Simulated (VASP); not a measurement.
# Si2Ni in VASP: notebook

Si2Ni is run at these levels: PBEsol; tasks: single point.

All numbers are computed with VASP 6.6.1; they aren't measurements. Logs are shortened: lines on timing, memory, paths and dates and some standing lists are left out, and cuts for length are marked.

## 1. The cell of the first run

The structure is cubic, space group Fm-3m (No. 225). The conventional cell has a = 5.391 Å, b = 5.391 Å, c = 5.391 Å, α = 90.00°, β = 90.00°, γ = 90.00°. Si (site symmetry -43m) has 4 Ni at 2.33 Å and 6 Si at 2.70 Å within 3.1 Å. Within 3.1 Å of Ni (site symmetry m-3m) lie 8 Si at 2.33 Å.

## 2. Single point, PBEsol

Contents of INCAR:

```
SYSTEM = Si2Ni
  PREC = Accurate
  ENCUT = 520
  EDIFF = 1E-6
  ISMEAR = 0
  SIGMA = 0.1
  LREAL = .FALSE.
  LASPH = .TRUE.
  NELM = 60
  ALGO = Normal
  ISIF = 2
  LWAVE = .FALSE.
  LCHARG = .FALSE.
  GGA = PS
  NBANDS = 16
```

Contents of KPOINTS:

```
Automatic mesh
0
G
  14 14 14
  0 0 0
```

Contents of POSCAR:

```
Si2Ni
1.0
    0.0000000000      2.6956946170      2.6956946170
    2.6956946170      0.0000000000      2.6956946170
    2.6956946170      2.6956946170      0.0000000000
Si Ni
2 1
Direct
    0.2500000000      0.2500000000      0.2500000000
    0.7500000000      0.7500000000      0.7500000000
    0.0000000000      0.0000000000      0.0000000000
```

Potentials or basis: VASP PAW PBE potentials, release 64 (Si, Ni).

Run with:

```
$ cat potpaw_PBE.64/Si/POTCAR potpaw_PBE.64/Ni/POTCAR > POTCAR
$ mpirun -np 1 vasp_std > vasp.out
```

OUTCAR:

```text
SYSTEM = Si2Ni
   PREC = Accurate
   ENCUT = 520
   EDIFF = 1E-6
   ISMEAR = 0
   LREAL = .FALSE.
   LASPH = .TRUE.
   NELM = 60
   ISIF = 2
   GGA = PS

 ion  position               nearest neighbor table
   1  0.250  0.250  0.250-   3 2.33   3 2.33   3 2.33   3 2.33   2 2.70   2 2.70   2 2.70   2 2.70
                             2 2.70   2 2.70
   2  0.750  0.750  0.750-   3 2.33   3 2.33   3 2.33   3 2.33   1 2.70   1 2.70   1 2.70   1 2.70
                             1 2.70   1 2.70
   3  0.000  0.000  0.000-   2 2.33   2 2.33   2 2.33   1 2.33   1 2.33   1 2.33   2 2.33   1 2.33

  LATTYP: Found a face centered cubic cell.
 ALAT       =     5.3913892340

  Lattice vectors:

 A1 = (   0.0000000000,   2.6956946170,   2.6956946170)
 A2 = (   2.6956946170,   0.0000000000,   2.6956946170)
 A3 = (   2.6956946170,   2.6956946170,   0.0000000000)

Analysis of symmetry for initial positions (statically):
=====================================================================
 Subroutine PRICEL returns:
 Original cell was already a primitive cell.

 Routine SETGRP: Setting up the symmetry group for a
 face centered cubic supercell.

 Subroutine GETGRP returns: Found 48 space group operations
 (whereof 48 operations were pure point group operations)
 out of a pool of 48 trial point group operations.

The static configuration has the point symmetry O_h .

Analysis of symmetry for dynamics (positions and initial velocities):
=====================================================================
 Subroutine PRICEL returns:
 Original cell was already a primitive cell.

 Routine SETGRP: Setting up the symmetry group for a
 face centered cubic supercell.

 Subroutine GETGRP returns: Found 48 space group operations
 (whereof 48 operations were pure point group operations)
 out of a pool of 48 trial point group operations.

The dynamic configuration has the point symmetry O_h .

 Subroutine INISYM returns: Found 48 space group operations
 (whereof 48 operations are pure point group operations),
 and found     1 'primitive' translations

----------------------------------------------------------------------------------------

                                     Primitive cell

  volume of cell :      39.1780

  direct lattice vectors                    reciprocal lattice vectors
     0.000000000  2.695694617  2.695694617    -0.185480951  0.185480951  0.185480951
     2.695694617  0.000000000  2.695694617     0.185480951 -0.185480951  0.185480951
     2.695694617  2.695694617  0.000000000     0.185480951  0.185480951 -0.185480951

  length of vectors
[... 88 lines left out ...]
   IBRION =     -1    ionic relax: 0-MD 1-quasi-New 2-CG
   NFREE  =      0    steps in history (QN), initial steepest desc. (CG)
   ISIF   =      2    stress and relaxation
   ISYM   =      2    0-nonsym 1-usesym 2-fastsym
   POTIM  = 0.5000    time-step for ionic-motion
   TEBEG  =    0.0;   TEEND  =   0.0 temperature during run
   PSTRESS=    0.0 pullay stress
   NELECT =      18.0000    total number of electrons
   NUPDOWN=      -1.0000    fix difference up-down
   EMIN   =  10.00;   EMAX   =-10.00  energy-range for DOS
   EFERMI =   0.00;   METHOD = LEGACY
   ISMEAR =     0;   SIGMA  =   0.10  broadening in eV -4-tet -1-fermi 0-gaus
   EFERMI_NEDOS =   21; number of points for ismear=-14 and -15
   IALGO  =     38    algorithm
   IMIX   =      4    mixing-type and parameters
     AMIX     =   0.40;   BMIX     =  1.00
     AMIX_MAG =   1.60;   BMIX_MAG =  1.00
  volume/ion in A,a.u.               =      13.06        88.13
  Fermi-wavevector in a.u.,A,eV,Ry     =   1.263237  2.387173 21.711752  1.595769
  Thomas-Fermi vector in A             =   2.396605
   LORBIT       =      0    0 simple, 1 ext, 2 COOP (PROOUT), +10 PAW based schemes
   GGA     = PS    functional components
   LHFCALC =     F    Hartree Fock is set to
   AEXX    =    0.0000 exact exchange contribution
   IVDW    =     0    specifies the selected vdW correction
   LEPSILON=     F    determine dielectric tensor
   LRPA    =     F    only Hartree local field effects (RPA)
 non-spin polarized calculation
 Gauss-broadening in eV      SIGMA  =   0.10
  energy-cutoff  :      520.00
  volume of cell :       39.18
 maximum number of plane-waves:      1067
   NGX = 15   NGY = 15   NGZ = 15

 number of electron      17.9999996 magnetization

 Free energy of the ion-electron system (eV)
  ---------------------------------------------------
  ext. energy  EPLUGINS =         0.00000000
  ---------------------------------------------------
  free energy    TOTEN  =       -18.98370081 eV

  energy without entropy =      -18.97934808  energy(sigma->0) =      -18.98152445

 E-fermi :  10.5299     XC(G=0): -11.7354

 val. band max:       10.4751199025   @ k =  -0.0714   0.0714   0.0000
 cond. band min:      10.5557570659   @ k =  -0.2143   0.1429   0.0000
 fundamental gap:      0.0806371634
 Fermi energy:        10.5298829392

 k-point     1 :       0.0000    0.0000    0.0000
  band No.  band energies     occupation
      1      -3.4487      2.00000
      2       5.2168      2.00000
      3       5.2168      2.00000
      4       5.2168      2.00000
      5       6.9226      2.00000
      6       6.9226      2.00000
[... 433 lines left out ...]
      3       5.3799      2.00000
      4       5.4218      2.00000
      5       6.3859      2.00000
      6       7.0551      2.00000
[... 8 lines left out ...]
     15      17.5572      0.00000
     16      17.8029      0.00000

 [... further k-points ...]

------------------------ aborting loop because EDIFF is reached ----------------------------------------

  FORCE on cell =-STRESS in cart. coord.  units (eV):
  Direction    XX          YY          ZZ          XY          YZ          ZX
  --------------------------------------------------------------------------------------
  -------------------------------------------------------------------------------------
  Total        0.0182485      0.0182485      0.0182485      0.0000000      0.0000000      0.0000000
  in kB        0.7462675      0.7462675      0.7462675      0.0000000      0.0000000      0.0000000
  external PRESSURE =       0.7462675 kB  Pullay stress =       0.0000000 kB

 VOLUME and BASIS-vectors are now :
 -----------------------------------------------------------------------------
  energy-cutoff  :      520.00
  volume of cell :       39.18
      direct lattice vectors                 reciprocal lattice vectors
     0.000000000  2.695694617  2.695694617    -0.185480951  0.185480951  0.185480951
     2.695694617  0.000000000  2.695694617     0.185480951 -0.185480951  0.185480951
     2.695694617  2.695694617  0.000000000     0.185480951  0.185480951 -0.185480951

 POSITION                                       TOTAL-FORCE (eV/Angst)
 -----------------------------------------------------------------------------------
      1.34785      1.34785      1.34785         0.000000      0.000000      0.000000
      4.04354      4.04354      4.04354        -0.000000     -0.000000     -0.000000
      0.00000      0.00000      0.00000         0.000000      0.000000     -0.000000
 -----------------------------------------------------------------------------------
    total drift:                               -0.000000     -0.000000      0.000000

  FREE ENERGIE OF THE ION-ELECTRON SYSTEM (eV)
  ---------------------------------------------------
  free  energy   TOTEN  =       -18.9837008142 eV

  energy  without entropy=      -18.9793480829  energy(sigma->0) =      -18.98152445
```

OSZICAR:

```text
N       E                     dE             d eps       ncg     rms          rms(c)
DAV:   1     0.628619120962E+02    0.62862E+02   -0.77770E+03  3352   0.116E+03
DAV:   2    -0.179461822088E+02   -0.80808E+02   -0.73995E+02  3656   0.214E+02
DAV:   3    -0.212147565977E+02   -0.32686E+01   -0.32053E+01  4368   0.467E+01
DAV:   4    -0.212656273141E+02   -0.50871E-01   -0.50841E-01  3880   0.558E+00
DAV:   5    -0.212669697429E+02   -0.13424E-02   -0.13424E-02  4328   0.951E-01    0.173E+01
DAV:   6    -0.262790569918E+02   -0.50121E+01   -0.44964E+01  3448   0.156E+02    0.257E+01
DAV:   7    -0.191542787788E+02    0.71248E+01   -0.13341E+01  4176   0.959E+01    0.396E+00
DAV:   8    -0.190320201658E+02    0.12226E+00   -0.17449E+00  4480   0.211E+01    0.266E+00
DAV:   9    -0.189859434206E+02    0.46077E-01   -0.26325E-01  4104   0.876E+00    0.655E-01
DAV:  10    -0.189838759808E+02    0.20674E-02   -0.88201E-03  4776   0.174E+00    0.305E-01
DAV:  11    -0.189836890082E+02    0.18697E-03   -0.92673E-04  4872   0.332E-01    0.471E-02
DAV:  12    -0.189837044696E+02   -0.15461E-04   -0.41577E-05  4016   0.581E-02    0.249E-02
DAV:  13    -0.189837008097E+02    0.36599E-05   -0.13400E-05  4184   0.858E-02    0.653E-03
DAV:  14    -0.189837008142E+02   -0.45329E-08   -0.10015E-06  2368   0.894E-03
   1 F= -.18983701E+02 E0= -.18981524E+02  d E =-.435273E-02
```

It took 48 s on 1 thread of Intel Xeon Platinum 8259CL at 2.50GHz (Skylake/Cascade Lake), shared host; peak memory 0.2 GiB.

What came out:

* Free energy: -18.9837 eV
* Pressure: 0.1 GPa
* Band gap on the k mesh: zero (band 9 reaches 12.21 eV, above the bottom of band 10 at 10.08 eV)

Levels at points of the mesh, in eV from the Fermi level:
```csv
k point,band 7,band 8,band 9,band 10,band 11,band 12
"(0.00, 0.00, 0.00)",-0.25,1.68,1.68,1.68,2.19,2.19
"(0.50, 0.00, 0.00)",-3.42,-1.51,-1.51,1.71,1.77,1.77
"(0.50, 0.50, 0.00)",-3.71,-3.54,-3.20,-0.45,1.28,7.71
```

Caveat: the PAW data sets were made with another functional, which shifts forces and pressure a little.

## 3. Single point, PBEsol (biaxial strain in the a-b plane: -4.0 %)

Contents of INCAR:

```
PREC = Accurate ; ENCUT = 520
EDIFF = 1E-6 ; ISMEAR = 0
SIGMA = 0.1 ; LREAL = False
LASPH = True ; NELM = 80
ALGO = Normal ; ISIF = 2
LWAVE = False ; LCHARG = False
GGA = PS ; NBANDS = 27
```

Contents of KPOINTS:

```
Automatic mesh
0
Gamma
  10 10 8
```

Contents of POSCAR:

```
Si2Ni
1.0
    2.5878668324      2.5878668324      0.0000000000
   -2.5878668324      2.5878668324      0.0000000000
    0.0000000000      0.0000000000      5.5207825757
Si Ni
4 2
Direct
    0.0000000000      0.5000000000      0.7500000000
    0.5000000000      0.0000000000      0.7500000000
    0.5000000000      0.0000000000      0.2500000000
    0.0000000000      0.5000000000      0.2500000000
    0.0000000000      0.0000000000      0.0000000000
    0.5000000000      0.5000000000      0.5000000000
```

Potentials or basis: VASP PAW PBE potentials, release 64 (Si, Ni).

Run with:

```
$ cat potpaw_PBE.64/Si/POTCAR potpaw_PBE.64/Ni/POTCAR > POTCAR
$ mpirun -np 1 vasp_std > vasp.out
```

Run time: 2.5 min. Hardware: 1 thread of Intel Xeon Platinum 8259CL at 2.50GHz (Skylake/Cascade Lake), shared host; peak memory 0.3 GiB.

It converged, with:

```
Free energy            : -37.7891 eV
Pressure               : 10.3 GPa
Band gap on the k mesh : zero (band 18 reaches 12.80 eV, above the bottom of band 19 at 10.87 eV)
```

Stress tensor (GPa, compression positive):
```
11.91  0.00  0.00
 0.00 11.91  0.00
 0.00  0.00  6.97
```

Levels at points of the mesh, in eV from the Fermi level:
```tsv
k point	band 14	band 15	band 16	band 17	band 18	band 19	band 20	band 21	band 22	band 23
(0.00, 0.00, 0.00)	-3.82	-3.45	-0.01	0.27	1.41	1.49	1.49	1.58	2.34	2.34
(0.50, 0.00, 0.00)	-3.57	-3.26	-3.26	-1.07	-1.07	1.46	1.46	2.58	2.58	3.96
(0.50, 0.50, 0.00)	-3.86	-3.82	-3.82	-3.42	-3.42	-0.52	-0.52	1.07	1.07	7.63
(0.00, 0.00, 0.50)	-2.41	-1.94	-1.94	-1.94	-1.94	0.04	0.04	1.75	1.75	5.32
(0.50, 0.00, 0.50)	-3.66	-1.95	-1.95	-1.38	-1.38	1.53	1.53	1.89	1.89	1.91
(0.50, 0.50, 0.50)	-3.86	-3.42	-3.42	-2.84	-2.84	2.00	2.00	2.00	2.00	3.97
```

Caveat: the cell differs from its parent crystal (biaxial strain in the a-b plane: -4.0 %); the PAW data sets were made with another functional, which shifts forces and pressure a little. Spin polarisation is off, so any magnetic state and its effect on volume and gap are missing.
